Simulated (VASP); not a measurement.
# RbBr (I4/mmm) in VASP: single point with HSE06

Aim: the single point of RbBr with HSE06.

All numbers are computed with VASP 6.6.1; they aren't measurements. Logs are shortened: lines on timing, memory, paths and dates and some standing lists are left out, and cuts for length are marked.

## 1. The cell of the first run

Symmetry: I4/mmm, No. 139, tetragonal system. Conventional cell: a = 4.894 Å, b = 4.894 Å, c = 6.524 Å, α = 90.00°, β = 90.00°, γ = 90.00°. Within 4.3 Å of Rb (site symmetry 4/mmm) lie 6 Br at 3.26 to 3.46 Å. Within 4.3 Å of Br (site symmetry 4/mmm) lie 6 Rb at 3.26 to 3.46 Å.

## 2. Single point, HSE06 (uniaxial x strain -5.7%)

Contents of POSCAR:

```
RbBr
1.0
    0.0000000000      3.4608260907      3.4608260907
    3.2621746731      0.0000000000      3.4608260907
    3.2621746731      3.4608260907      0.0000000000
Rb Br
1 1
Direct
    0.0000000000      0.0000000000      0.0000000000
    0.5000000000      0.5000000000      0.5000000000
```

Contents of INCAR.step1:

```
SYSTEM = RbBr
PREC = Accurate
ENCUT = 520
EDIFF = 1E-5
ISMEAR = 0
SIGMA = 0.01
LREAL = .False.
LASPH = .True.
NELM = 80
ALGO = Normal
ISIF = 2
LWAVE = .True.
LCHARG = .False.
GGA = PE
NBANDS = 15
```

Contents of INCAR.step2:

```
SYSTEM = RbBr
PREC = Accurate
ENCUT = 520
EDIFF = 1E-6
ISMEAR = 0
SIGMA = 0.01
LREAL = .False.
LASPH = .True.
NELM = 80
ALGO = Normal
ISIF = 2
LWAVE = .False.
LCHARG = .False.
GGA = PE
LHFCALC = .True.
HFSCREEN = 0.2079
PRECFOCK = Normal
ISTART = 1
NBANDS = 15
```

Contents of KPOINTS:

```
Automatic mesh
0
Gamma
  4 4 4
  0 0 0
```

Potentials or basis: VASP PAW PBE potentials, release 64 (Rb_sv, Br).

Launch:

```bash
$ cat potpaw_PBE.64/Rb_sv/POTCAR potpaw_PBE.64/Br/POTCAR > POTCAR
$ cp INCAR.step1 INCAR
$ mpirun -np 1 vasp_std > vasp.out
$ cp INCAR.step2 INCAR
$ mpirun -np 1 vasp_std > vasp.out
```

OUTCAR:

```text
SYSTEM = RbBr
   PREC = Accurate
   ENCUT = 520
   EDIFF = 1E-6
   ISMEAR = 0
   LREAL = .False.
   LASPH = .True.
   NELM = 80
   ISIF = 2
   GGA = PE
   LHFCALC = .True.
   HFSCREEN = 0.2079
   PRECFOCK = Normal
   ISTART = 1

 ion  position               nearest neighbor table
   1  0.000  0.000  0.000-   2 3.26   2 3.26   2 3.46   2 3.46   2 3.46   2 3.46
   2  0.500  0.500  0.500-   1 3.26   1 3.26   1 3.46   1 3.46   1 3.46   1 3.46

  LATTYP: Found a body centered tetragonal cell.
 ALAT       =     4.8943471945
 C/A-ratio  =     1.3330377039

  Lattice vectors:

 A1 = (  -3.2621746731,   0.0000000000,  -3.4608260907)
 A2 = (  -3.2621746731,   0.0000000000,   3.4608260907)
 A3 = (   3.2621746731,   3.4608260907,   0.0000000000)

Analysis of symmetry for initial positions (statically):
=====================================================================
 Subroutine PRICEL returns:
 Original cell was already a primitive cell.

 Routine SETGRP: Setting up the symmetry group for a
 body centered tetragonal supercell.

 Subroutine GETGRP returns: Found 16 space group operations
 (whereof 16 operations were pure point group operations)
 out of a pool of 16 trial point group operations.

The static configuration has the point symmetry D_4h.

Analysis of symmetry for dynamics (positions and initial velocities):
=====================================================================
 Subroutine PRICEL returns:
 Original cell was already a primitive cell.

 Routine SETGRP: Setting up the symmetry group for a
 body centered tetragonal supercell.

 Subroutine GETGRP returns: Found 16 space group operations
 (whereof 16 operations were pure point group operations)
 out of a pool of 16 trial point group operations.

The dynamic configuration has the point symmetry D_4h.

 Subroutine INISYM returns: Found 16 space group operations
 (whereof 16 operations are pure point group operations),
 and found     1 'primitive' translations

----------------------------------------------------------------------------------------

                                     Primitive cell

  volume of cell :      78.1442

  direct lattice vectors                    reciprocal lattice vectors
     0.000000000  3.460826091  3.460826091    -0.153271989  0.144474177  0.144474177
     3.262174673  0.000000000  3.460826091     0.153271989 -0.144474177  0.144474177
     3.262174673  3.460826091  0.000000000     0.153271989  0.144474177 -0.144474177

  length of vectors
     4.894347194  4.755954250  4.755954250     0.255417067  0.255417067  0.255417067

  position of ions in fractional coordinates (direct lattice)
     0.000000000  0.000000000  0.000000000
     0.500000000  0.500000000  0.500000000

  ion indices of the primitive-cell ions
   primitive index   ion index
                 1           1
                 2           2

----------------------------------------------------------------------------------------

 KPOINTS: Automatic mesh

Automatic generation of k-mesh.
 Grid dimensions read from file:
 generate k-points for:    4    4    4

 Generating k-lattice:

  Cartesian coordinates                     Fractional coordinates (reciprocal lattice)
    -0.038317997  0.036118544  0.036118544     0.250000000  0.000000000  0.000000000
     0.038317997 -0.036118544  0.036118544     0.000000000  0.250000000  0.000000000
     0.038317997  0.036118544 -0.036118544     0.000000000  0.000000000  0.250000000

  Length of vectors
     0.063854267  0.063854267  0.063854267

  Shift w.r.t. Gamma in fractional coordinates (k-lattice)
     0.000000000  0.000000000  0.000000000

 Subroutine IBZKPT returns following result:
 ===========================================

 Found     13 irreducible k-points:

 Following reciprocal coordinates:
            Coordinates               Weight
  0.000000  0.000000  0.000000      1.000000
  0.250000  0.000000  0.000000      8.000000
  0.500000  0.000000  0.000000      4.000000
  0.250000  0.250000  0.000000      4.000000
  0.500000  0.250000 -0.000000     16.000000
 -0.250000  0.250000  0.000000      8.000000
  0.500000  0.500000  0.000000      2.000000
  0.000000  0.250000  0.250000      2.000000
  0.500000  0.250000  0.250000      4.000000
 -0.250000  0.250000  0.250000      8.000000
 -0.250000  0.500000  0.250000      4.000000
  0.500000 -0.250000  0.250000      2.000000
  0.000000  0.500000  0.500000      1.000000
   k-points           NKPTS =     13   k-points in BZ     NKDIM =     64   number of bands    NBANDS=     15
   number of dos      NEDOS =    301   number of ions     NIONS =      2
   total plane-waves  NPLWV =  46656
   dimension x,y,z NGX =    36 NGY =   36 NGZ =   36
   dimension x,y,z NGXF=    72 NGYF=   72 NGZF=   72
   ions per type =               1   1
   NGX,Y,Z   is equivalent  to a cutoff of  12.23, 12.58, 12.58 a.u.
   NGXF,Y,Z  is equivalent  to a cutoff of  24.46, 25.17, 25.17 a.u.
 SYSTEM =  RbBr
   PREC   = accura    normal or accurate (medium, high low for compatibility)
   ISTART =      1    job   : 0-new  1-cont  2-samecut
   ICHARG =      0    charge: 1-file 2-atom 10-const
   ISPIN  =      1    spin polarized calculation?
   LNONCOLLINEAR =      F non collinear calculations
   LSORBIT =      F    spin-orbit coupling
   LASPH  =      T    aspherical Exc in radial PAW
   ENCUT  =  520.0 eV  38.22 Ry    6.18 a.u.   9.10  8.84  8.84*2*pi/ulx,y,z
   NELM   =     80;   NELMIN=  2; NELMDL=  0     # of ELM steps
   EDIFF  = 0.1E-05   stopping-criterion for ELM
   LREAL  =      F    real-space projection
   EDIFFG = 0.1E-04   stopping-criterion for IOM
   NSW    =      0    number of steps for IOM
   IBRION =     -1    ionic relax: 0-MD 1-quasi-New 2-CG
   NFREE  =      0    steps in history (QN), initial steepest desc. (CG)
   ISIF   =      2    stress and relaxation
   ISYM   =      3    0-nonsym 1-usesym 2-fastsym
   POTIM  = 0.5000    time-step for ionic-motion
   TEBEG  =    0.0;   TEEND  =   0.0 temperature during run
   PSTRESS=    0.0 pullay stress
   NELECT =      16.0000    total number of electrons
   NUPDOWN=      -1.0000    fix difference up-down
   EMIN   =  10.00;   EMAX   =-10.00  energy-range for DOS
   EFERMI =   0.00;   METHOD = LEGACY
   ISMEAR =     0;   SIGMA  =   0.01  broadening in eV -4-tet -1-fermi 0-gaus
   EFERMI_NEDOS =   21; number of points for ismear=-14 and -15
   IALGO  =     38    algorithm
   IMIX   =      1    mixing-type and parameters
     AMIX     =   0.40;   BMIX     =  1.00
     AMIX_MAG =   1.60;   BMIX_MAG =  1.00
  volume/ion in A,a.u.               =      39.07       263.67
  Fermi-wavevector in a.u.,A,eV,Ry     =   0.964901  1.823398 12.667475  0.931033
  Thomas-Fermi vector in A             =   2.094571
   LORBIT       =      0    0 simple, 1 ext, 2 COOP (PROOUT), +10 PAW based schemes
   GGA     = PE    functional components
   LHFCALC =     T    Hartree Fock is set to
   PRECFOCK=normal    Normal, Fast or Accurate (Low or Medium for compatibility)
   ENCUT4O =  -1.0   cutoff for four orbital integrals eV
   NKREDX  =     1    reduce k-point grid by
   NKREDY  =     1    reduce k-point grid by
   NKREDZ  =     1    reduce k-point grid by
   AEXX    =    0.2500 exact exchange contribution
   HFSCREEN=    0.2079 screening length (either q_TF or 0.3 A-1)
   HFSCREENC=   0.2079 screening length for correlation (either q_TF or 0.3 A-1)
   ENCUTFOCK=  -1.0 apply spherical cutoff to Coloumb kernel
   IVDW    =     0    specifies the selected vdW correction
   LEPSILON=     F    determine dielectric tensor
   LRPA    =     F    only Hartree local field effects (RPA)
 non-spin polarized calculation
 Gauss-broadening in eV      SIGMA  =   0.01
  energy-cutoff  :      520.00
  volume of cell :       78.14
 maximum number of plane-waves:      2128
  NGX = 28; NGY = 28; NGZ = 28

 number of electron      16.0000001 magnetization

 Free energy of the ion-electron system (eV)
  ---------------------------------------------------
  ext. energy  EPLUGINS =         0.00000000
  ---------------------------------------------------
  free energy    TOTEN  =        -7.02534821 eV

  energy without entropy =       -7.02534821  energy(sigma->0) =       -7.02534821

 E-fermi :  -2.3926     XC(G=0):  -6.1672

 val. band max:       -2.4485755368   @ k =   0.0000   0.0000   0.0000
 cond. band min:       3.0789672462   @ k =   0.0000   0.0000   0.0000
 fundamental gap:      5.5275427830
 Fermi energy:        -2.3925955465

 k-point     1 :       0.0000    0.0000    0.0000
  band No.  band energies     occupation
      1     -28.5343      2.00000
      2     -15.7539      2.00000
      3     -11.4795      2.00000
      4     -11.4457      2.00000
      5     -11.4457      2.00000
      6      -2.5394      2.00000
      7      -2.5394      2.00000
      8      -2.4486      2.00000
      9       3.0790      0.00000
     10       5.9275      0.00000
     11       5.9275      0.00000
     12       6.2963      0.00000
     13       6.8623      0.00000
     14       7.2420      0.00000
     15       9.7009      0.00000

 k-point     2 :       0.2500    0.0000    0.0000
  band No.  band energies     occupation
      1     -28.5280      2.00000
      2     -15.7825      2.00000
      3     -11.4579      2.00000
      4     -11.4555      2.00000
      5     -11.4145      2.00000
      6      -3.1132      2.00000
      7      -2.7324      2.00000
      8      -2.7131      2.00000
      9       4.3849      0.00000
     10       5.8896      0.00000
     11       6.7403      0.00000
     12       6.9179      0.00000
     13       7.7770      0.00000
     14       8.2673      0.00000
     15      11.4374      0.00000
[... 167 lines left out ...]
      3     -11.5836      2.00000
      4     -11.5836      2.00000
      5     -11.3805      2.00000
      6      -3.1453      2.00000
      7      -2.9235      2.00000
      8      -2.9235      2.00000
      9       5.9696      0.00000
     10       5.9696      0.00000
     11       7.0779      0.00000
     12       7.4808      0.00000
     13       9.8344      0.00000
     14      10.5238      0.00000
     15      10.6714      0.00000

 k-point    13 :       0.0000    0.5000    0.5000
  band No.  band energies     occupation
      1     -28.5162      2.00000
      2     -15.6838      2.00000
      3     -11.7031      2.00000
      4     -11.5484      2.00000
      5     -11.5484      2.00000
      6      -2.9143      2.00000
      7      -2.7370      2.00000
      8      -2.7370      2.00000
      9       4.1554      0.00000
     10       6.0960      0.00000
     11       8.2130      0.00000
     12       8.2896      0.00000
     13       8.6054      0.00000
     14       9.8100      0.00000
     15       9.8100      0.00000

------------------------ aborting loop because EDIFF is reached ----------------------------------------

  FORCE on cell =-STRESS in cart. coord.  units (eV):
  Direction    XX          YY          ZZ          XY          YZ          ZX
  --------------------------------------------------------------------------------------
  -------------------------------------------------------------------------------------
  Total        1.5647207      0.2998631      0.2998631      0.0000000      0.0000000      0.0000000
  in kB       32.0812040      6.1480432      6.1480432      0.0000000      0.0000000      0.0000000
  external PRESSURE =      14.7924301 kB  Pullay stress =       0.0000000 kB

 VOLUME and BASIS-vectors are now :
 -----------------------------------------------------------------------------
  energy-cutoff  :      520.00
  volume of cell :       78.14
      direct lattice vectors                 reciprocal lattice vectors
     0.000000000  3.460826091  3.460826091    -0.153271989  0.144474177  0.144474177
     3.262174673  0.000000000  3.460826091     0.153271989 -0.144474177  0.144474177
     3.262174673  3.460826091  0.000000000     0.153271989  0.144474177 -0.144474177

 POSITION                                       TOTAL-FORCE (eV/Angst)
 -----------------------------------------------------------------------------------
      0.00000      0.00000      0.00000         0.000000      0.000000      0.000000
      3.26217      3.46083      3.46083        -0.000000      0.000000      0.000000
 -----------------------------------------------------------------------------------
    total drift:                                0.000000      0.000000     -0.000000

  FREE ENERGIE OF THE ION-ELECTRON SYSTEM (eV)
  ---------------------------------------------------
  free  energy   TOTEN  =        -7.0253482057 eV

  energy  without entropy=       -7.0253482057  energy(sigma->0) =       -7.02534821
```

It took 12 min on 1 thread of Intel Xeon Platinum 8259CL at 2.50GHz (Skylake/Cascade Lake), shared host; peak memory 0.33 GiB.

Results:

```
Free energy            : -7.0253 eV
Pressure               : 1.5 GPa
Band gap on the k mesh : 5.53 eV
```

Caveat: the cell differs from its parent crystal (uniaxial x strain -5.7%); the PAW data sets were made with another functional, which shifts forces and pressure a little.
